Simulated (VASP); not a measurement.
# Li (Fm-3m) in VASP: further runs

The runs below take Li through single point, with PBEsol.

Program: VASP 6.6.1. These are calculated values, not measurements. Logs are shortened: lines on timing, memory, paths and dates and some standing lists are left out, and cuts for length are marked.

## Step 1: The cell of the first run

Symmetry: Fm-3m, No. 225, cubic system. The conventional cell has a = 4.078 Å, b = 4.078 Å, c = 4.078 Å, α = 90.00°, β = 90.00°, γ = 90.00°. Li (site symmetry m-3m) has 12 Li at 2.88 Å within 3.8 Å.

This isn't the form of Li at room conditions, which is bcc.

## Step 2: Single point, PBEsol (16.95 Å³/atom)

Contents of INCAR:

```
ALGO = Fast
EDIFF = 1E-7
ENCUT = 520
GGA = PS
ISIF = 2
ISMEAR = 0
LASPH = T
LCHARG = F
LREAL = F
LWAVE = F
NBANDS = 8
NELM = 60
PREC = Accurate
SIGMA = 0.05
```

Contents of KPOINTS:

```
k-points
0
Gamma
  18 18 18
```

Contents of POSCAR:

```
Li
1.0
    0.0000000000      2.0389007295      2.0389007295
    2.0389007295      0.0000000000      2.0389007295
    2.0389007295      2.0389007295      0.0000000000
Li
1
Direct
    0.0000000000      0.0000000000      0.0000000000
```

Potentials or basis: VASP PAW PBE potentials, release 64 (Li_sv).

On the command line:

```sh
> cat potpaw_PBE.64/Li_sv/POTCAR > POTCAR
> mpirun -np 1 vasp_std > vasp.out
```

OUTCAR:

```text
EDIFF = 1E-7
   ENCUT = 520
   GGA = PS
   ISIF = 2
   ISMEAR = 0
   LASPH = T
   LREAL = F
   NELM = 60
   PREC = Accurate

 ion  position               nearest neighbor table
   1  0.000  0.000  0.000-

  LATTYP: Found a face centered cubic cell.
 ALAT       =     4.0778014590

  Lattice vectors:

 A1 = (   0.0000000000,   2.0389007295,   2.0389007295)
 A2 = (   2.0389007295,   0.0000000000,   2.0389007295)
 A3 = (   2.0389007295,   2.0389007295,   0.0000000000)

Analysis of symmetry for initial positions (statically):
=====================================================================
 Subroutine PRICEL returns:
 Original cell was already a primitive cell.

 Routine SETGRP: Setting up the symmetry group for a
 face centered cubic supercell.

 Subroutine GETGRP returns: Found 48 space group operations
 (whereof 48 operations were pure point group operations)
 out of a pool of 48 trial point group operations.

The static configuration has the point symmetry O_h .

Analysis of symmetry for dynamics (positions and initial velocities):
=====================================================================
 Subroutine PRICEL returns:
 Original cell was already a primitive cell.

 Routine SETGRP: Setting up the symmetry group for a
 face centered cubic supercell.

 Subroutine GETGRP returns: Found 48 space group operations
 (whereof 48 operations were pure point group operations)
 out of a pool of 48 trial point group operations.

The dynamic configuration has the point symmetry O_h .

 Subroutine INISYM returns: Found 48 space group operations
 (whereof 48 operations are pure point group operations),
 and found     1 'primitive' translations

----------------------------------------------------------------------------------------

                                     Primitive cell

  volume of cell :      16.9519

  direct lattice vectors                    reciprocal lattice vectors
     0.000000000  2.038900729  2.038900729    -0.245230183  0.245230183  0.245230183
     2.038900729  0.000000000  2.038900729     0.245230183 -0.245230183  0.245230183
     2.038900729  2.038900729  0.000000000     0.245230183  0.245230183 -0.245230183

  length of vectors
     2.883441064  2.883441064  2.883441064     0.424751137  0.424751137  0.424751137

  position of ions in fractional coordinates (direct lattice)
     0.000000000  0.000000000  0.000000000

  ion indices of the primitive-cell ions
   primitive index   ion index
                 1           1

----------------------------------------------------------------------------------------

 KPOINTS: k-points

Automatic generation of k-mesh.
 Grid dimensions read from file:
 generate k-points for:   18   18   18

 Generating k-lattice:

  Cartesian coordinates                     Fractional coordinates (reciprocal lattice)
    -0.013623899  0.013623899  0.013623899     0.055555556  0.000000000  0.000000000
     0.013623899 -0.013623899  0.013623899     0.000000000  0.055555556  0.000000000
     0.013623899  0.013623899 -0.013623899     0.000000000  0.000000000  0.055555556

  Length of vectors
     0.023597285  0.023597285  0.023597285

  Shift w.r.t. Gamma in fractional coordinates (k-lattice)
     0.000000000  0.000000000  0.000000000

 Subroutine IBZKPT returns following result:
 ===========================================

 Found    195 irreducible k-points:

 Following reciprocal coordinates:
            Coordinates               Weight
  0.000000  0.000000  0.000000      1.000000
  0.055556  0.000000  0.000000      8.000000
  0.111111  0.000000  0.000000      8.000000
  0.166667  0.000000  0.000000      8.000000
  0.222222  0.000000  0.000000      8.000000
  0.277778  0.000000  0.000000      8.000000
[... 16 lines left out ...]
 -0.277778  0.055556  0.000000     24.000000
 -0.222222  0.055556  0.000000     24.000000
 [... further k-points ...]
   k-points           NKPTS =    195   k-points in BZ     NKDIM =    195   number of bands    NBANDS=      8
   number of dos      NEDOS =    301   number of ions     NIONS =      1
   total plane-waves  NPLWV =  13824
   dimension x,y,z NGX =    24 NGY =   24 NGZ =   24
   dimension x,y,z NGXF=    48 NGYF=   48 NGZF=   48
   ions per type =               1
   NGX,Y,Z   is equivalent  to a cutoff of  13.84, 13.84, 13.84 a.u.
   NGXF,Y,Z  is equivalent  to a cutoff of  27.67, 27.67, 27.67 a.u.
 SYSTEM =  unknown system
   PREC   = accura    normal or accurate (medium, high low for compatibility)
   ISTART =      0    job   : 0-new  1-cont  2-samecut
   ICHARG =      2    charge: 1-file 2-atom 10-const
   ISPIN  =      1    spin polarized calculation?
   LNONCOLLINEAR =      F non collinear calculations
   LSORBIT =      F    spin-orbit coupling
   LASPH  =      T    aspherical Exc in radial PAW
   ENCUT  =  520.0 eV  38.22 Ry    6.18 a.u.   5.36  5.36  5.36*2*pi/ulx,y,z
   NELM   =     60;   NELMIN=  2; NELMDL= -5     # of ELM steps
   EDIFF  = 0.1E-06   stopping-criterion for ELM
   LREAL  =      F    real-space projection
   EDIFFG = 0.1E-05   stopping-criterion for IOM
   NSW    =      0    number of steps for IOM
   IBRION =     -1    ionic relax: 0-MD 1-quasi-New 2-CG
   NFREE  =      0    steps in history (QN), initial steepest desc. (CG)
   ISIF   =      2    stress and relaxation
   ISYM   =      2    0-nonsym 1-usesym 2-fastsym
   POTIM  = 0.5000    time-step for ionic-motion
   TEBEG  =    0.0;   TEEND  =   0.0 temperature during run
   PSTRESS=    0.0 pullay stress
   NELECT =       3.0000    total number of electrons
   NUPDOWN=      -1.0000    fix difference up-down
   EMIN   =  10.00;   EMAX   =-10.00  energy-range for DOS
   EFERMI =   0.00;   METHOD = LEGACY
   ISMEAR =     0;   SIGMA  =   0.05  broadening in eV -4-tet -1-fermi 0-gaus
   EFERMI_NEDOS =   21; number of points for ismear=-14 and -15
   IALGO  =     68    algorithm
   IMIX   =      4    mixing-type and parameters
     AMIX     =   0.40;   BMIX     =  1.00
     AMIX_MAG =   1.60;   BMIX_MAG =  1.00
  volume/ion in A,a.u.               =      16.95       114.40
  Fermi-wavevector in a.u.,A,eV,Ry     =   0.919128  1.736899 11.494143  0.844796
  Thomas-Fermi vector in A             =   2.044287
   LORBIT       =      0    0 simple, 1 ext, 2 COOP (PROOUT), +10 PAW based schemes
   GGA     = PS    functional components
   LHFCALC =     F    Hartree Fock is set to
   AEXX    =    0.0000 exact exchange contribution
   IVDW    =     0    specifies the selected vdW correction
   LEPSILON=     F    determine dielectric tensor
   LRPA    =     F    only Hartree local field effects (RPA)
 non-spin polarized calculation
 RMM-DIIS sequential band-by-band and
 Gauss-broadening in eV      SIGMA  =   0.05
  energy-cutoff  :      520.00
  volume of cell :       16.95
 maximum number of plane-waves:       471
 NGX is ok and might be reduce to    24
   NGX = 11   NGY = 11   NGZ = 11

 number of electron       3.0000000 magnetization

 Free energy of the ion-electron system (eV)
  ---------------------------------------------------
  ext. energy  EPLUGINS =         0.00000000
  ---------------------------------------------------
  free energy    TOTEN  =        -1.94034532 eV

  energy without entropy =       -1.94000388  energy(sigma->0) =       -1.94017460

 E-fermi :   1.1664     XC(G=0):  -7.4693

 val. band max:        1.0951561680   @ k =   0.5000   0.0556   0.0000
 cond. band min:       1.1669070866   @ k =   0.5000   0.2222   0.0556
 fundamental gap:      0.0717509186
 Fermi energy:         1.1664027991

 k-point     1 :       0.0000    0.0000    0.0000
  band No.  band energies     occupation
      1     -44.4626      2.00000
      2      -2.6091      2.00000
      3      17.4327      0.00000
      4      17.4327      0.00000
      5      17.4327      0.00000
      6      21.5937      0.00000
      7      21.5937      0.00000
      8      21.5937      0.00000

 k-point     2 :       0.0556    0.0000    0.0000
  band No.  band energies     occupation
      1     -44.4615      2.00000
      2      -2.5507      2.00000
      3      16.7006      0.00000
      4      17.2772      0.00000
      5      17.2772      0.00000
      6      20.9066      0.00000
      7      21.8628      0.00000
      8      21.8628      0.00000

 k-point     3 :       0.1111    0.0000    0.0000
  band No.  band energies     occupation
      1     -44.4582      2.00000
      2      -2.3766      2.00000
      3      15.0072      0.00000
      4      16.9150      0.00000
      5      16.9150      0.00000
      6      20.7547      0.00000
      7      22.5048      0.00000
      8      22.5048      0.00000

 k-point     4 :       0.1667    0.0000    0.0000
  band No.  band energies     occupation
      1     -44.4532      2.00000
      2      -2.0861      2.00000
      3      13.0560      0.00000
      4      16.5063      0.00000
      5      16.5063      0.00000
      6      20.9818      0.00000
      7      22.9885      0.00000
      8      22.9885      0.00000

 k-point     5 :       0.2222    0.0000    0.0000
  band No.  band energies     occupation
      1     -44.4469      2.00000
      2      -1.6796      2.00000
      3      11.1292      0.00000
      4      16.1416      0.00000
      5      16.1416      0.00000
      6      21.2831      0.00000
      7      22.5574      0.00000
      8      22.5574      0.00000
[... 177 lines left out ...]
 k-point    22 :      -0.3333    0.0556    0.0000
  band No.  band energies     occupation
      1     -44.4314      2.00000
      2      -0.2642      2.00000
      3       7.1979      0.00000
      4      14.6801      0.00000
      5      16.0140      0.00000
      6      19.6709      0.00000
      7      20.3788      0.00000
      8      22.8587      0.00000

 k-point    23 :      -0.2778    0.0556    0.0000
  band No.  band energies     occupation
      1     -44.4373      2.00000
      2      -0.9105      2.00000
      3       8.7714      0.00000
      4      14.7517      0.00000
      5      16.3773      0.00000
      6      20.3471      0.00000
      7      20.9418      0.00000
      8      22.8498      0.00000

 k-point    24 :      -0.2222    0.0556    0.0000
  band No.  band energies     occupation
      1     -44.4439      2.00000
      2      -1.4653      2.00000
      3      10.5222      0.00000
      4      14.9501      0.00000
      5      16.7487      0.00000
      6      20.9420      0.00000
      7      21.7075      0.00000
      8      22.5273      0.00000

 [... further k-points ...]

------------------------ aborting loop because EDIFF is reached ----------------------------------------

  FORCE on cell =-STRESS in cart. coord.  units (eV):
  Direction    XX          YY          ZZ          XY          YZ          ZX
  --------------------------------------------------------------------------------------
  -------------------------------------------------------------------------------------
  Total        0.3208330      0.3208330      0.3208330      0.0000000      0.0000000     -0.0000000
  in kB       30.3229484     30.3229484     30.3229484      0.0000000      0.0000000     -0.0000000
  external PRESSURE =      30.3229484 kB  Pullay stress =       0.0000000 kB

 VOLUME and BASIS-vectors are now :
 -----------------------------------------------------------------------------
  energy-cutoff  :      520.00
  volume of cell :       16.95
      direct lattice vectors                 reciprocal lattice vectors
     0.000000000  2.038900729  2.038900729    -0.245230183  0.245230183  0.245230183
     2.038900729  0.000000000  2.038900729     0.245230183 -0.245230183  0.245230183
     2.038900729  2.038900729  0.000000000     0.245230183  0.245230183 -0.245230183

 POSITION                                       TOTAL-FORCE (eV/Angst)
 -----------------------------------------------------------------------------------
      0.00000      0.00000      0.00000         0.000000      0.000000     -0.000000
 -----------------------------------------------------------------------------------
    total drift:                               -0.000000      0.000000     -0.000000

  FREE ENERGIE OF THE ION-ELECTRON SYSTEM (eV)
  ---------------------------------------------------
  free  energy   TOTEN  =        -1.9403453229 eV

  energy  without entropy=       -1.9400038785  energy(sigma->0) =       -1.94017460
```

Run time: 32 s. Hardware: 1 thread of Intel Xeon 8259CL, shared host; peak memory 0.14 GiB.

What came out:

| Quantity | Value |
| --- | --- |
| Free energy | -1.9403 eV |
| Band gap on the k mesh | zero (an odd number of electrons rules out a gap without spin polarisation) |

Levels at points of the mesh, in eV from the Fermi level:
```
           k point  band 1  band 2  band 3  band 4  band 5
(0.00, 0.00, 0.00)  -45.63   -3.78   16.27   16.27   16.27
(0.50, 0.00, 0.00)  -45.59   -0.11    3.57   14.30   14.30
(0.50, 0.50, 0.00)  -45.58    1.66    5.39    9.50    9.50
```

Caveat: the cutoff is under 1.25 times the usual one of these potentials, so pressure, stress and relaxed cells hold a basis-set (Pulay) error; the PAW data sets were made with another functional, which shifts forces and pressure a little.

## Step 3: Single point, PBEsol (17.76 Å³/atom)

This run uses another cell than the first one, of 17.76 Å³/atom.

Changes to INCAR since step 2:

```diff
@@ -1,3 +1,3 @@
-ALGO = Fast
-EDIFF = 1E-7
+ALGO = Normal
+EDIFF = 1E-6
 ENCUT = 520
```

KPOINTS is that of step 2.

Contents of POSCAR:

```
Li
1.0
    0.0000000000      2.0707636999      2.0707636999
    2.0707636999      0.0000000000      2.0707636999
    2.0707636999      2.0707636999      0.0000000000
Li
1
Direct
    0.0000000000      0.0000000000      0.0000000000
```

Potentials or basis: VASP PAW PBE potentials, release 64 (Li_sv).

On the command line:

```sh
> cat potpaw_PBE.64/Li_sv/POTCAR > POTCAR
> mpirun -np 1 vasp_std > vasp.out
```

It took 26 s on 1 thread of Intel Xeon 8259CL, shared host; peak memory 0.14 GiB.

It converged, with:

* Free energy: -1.9539 eV
* Band gap on the k mesh: zero (an odd number of electrons rules out a gap without spin polarisation)

Levels at points of the mesh, in eV from the Fermi level:
| k point | band 1 | band 2 | band 3 | band 4 | band 5 | band 6 |
| --- | --- | --- | --- | --- | --- | --- |
| (0.00, 0.00, 0.00) | -45.70 | -3.72 | 15.75 | 15.75 | 15.75 | 19.82 |
| (0.50, 0.00, 0.00) | -45.67 | -0.09 | 3.39 | 13.85 | 13.85 | 18.01 |
| (0.50, 0.50, 0.00) | -45.66 | 1.62 | 5.20 | 9.21 | 9.21 | 11.51 |

Caveat: the cutoff is under 1.25 times the usual one of these potentials, so pressure, stress and relaxed cells hold a basis-set (Pulay) error; the PAW data sets were made with another functional, which shifts forces and pressure a little.

## Step 4: Single point, PBEsol (18.57 Å³/atom)

This run uses another cell than the first one, of 18.57 Å³/atom.

Contents of INCAR:

```
SYSTEM = Li
ALGO = Normal
EDIFF = 1E-6
ENCUT = 520
GGA = PS
ISIF = 2
ISMEAR = 0
LASPH = .TRUE.
LCHARG = .FALSE.
LREAL = .FALSE.
LWAVE = .FALSE.
NBANDS = 8
NELM = 100
PREC = Accurate
SIGMA = 0.05
```

Contents of KPOINTS:

```
k-points
0
G
  18 18 18
  0 0 0
```

Contents of POSCAR:

```
Li
1.0
    0.0000000000      2.1016751781      2.1016751781
    2.1016751781      0.0000000000      2.1016751781
    2.1016751781      2.1016751781      0.0000000000
Li
1
Direct
    0.0000000000      0.0000000000      0.0000000000
```

On the command line:

```sh
> cat potpaw_PBE.64/Li_sv/POTCAR > POTCAR
> mpirun -np 1 vasp_std > vasp.out
```

Wall time 28 s (1 thread of Intel Xeon 8259CL, shared host); peak memory 0.14 GiB.

Results (log left out):

* Free energy: -1.9628 eV
* Band gap on the k mesh: zero (an odd number of electrons rules out a gap without spin polarisation)

Levels at points of the mesh, in eV from the Fermi level:
```csv
k point,band 1,band 2,band 3,band 4,band 5,band 6,band 7
"(0.00, 0.00, 0.00)",-45.78,-3.67,15.27,15.27,15.27,19.26,19.26
"(0.50, 0.00, 0.00)",-45.75,-0.07,3.23,13.43,13.43,17.50,17.50
"(0.50, 0.50, 0.00)",-45.74,1.58,5.03,8.94,8.94,11.19,16.62
```

Caveat: the cutoff is under 1.25 times the usual one of these potentials, so pressure, stress and relaxed cells hold a basis-set (Pulay) error; the PAW data sets were made with another functional, which shifts forces and pressure a little.

## Step 5: Overview

```csv
cell,gap on the mesh (eV)
"a = 2.883 Å, angles 60.0°, 1 atom",none
"a = 2.929 Å, angles 60.0°, 1 atom",none
"a = 2.972 Å, angles 60.0°, 1 atom",none
```

Alike in all rows: task single point; level PBEsol; potentials or basis VASP PAW PBE potentials, release 64 (Li_sv); no spin polarisation; k mesh 18 × 18 × 18; cutoff (eV) 520; smearing gaussian 0.05 eV.

Caveats: the cutoff is under 1.25 times the usual one of these potentials, so pressure, stress and relaxed cells hold a basis-set (Pulay) error; the PAW data sets were made with another functional, which shifts forces and pressure a little.

Total energies depend on the potentials used, so only differences within one code and one set of settings carry meaning.
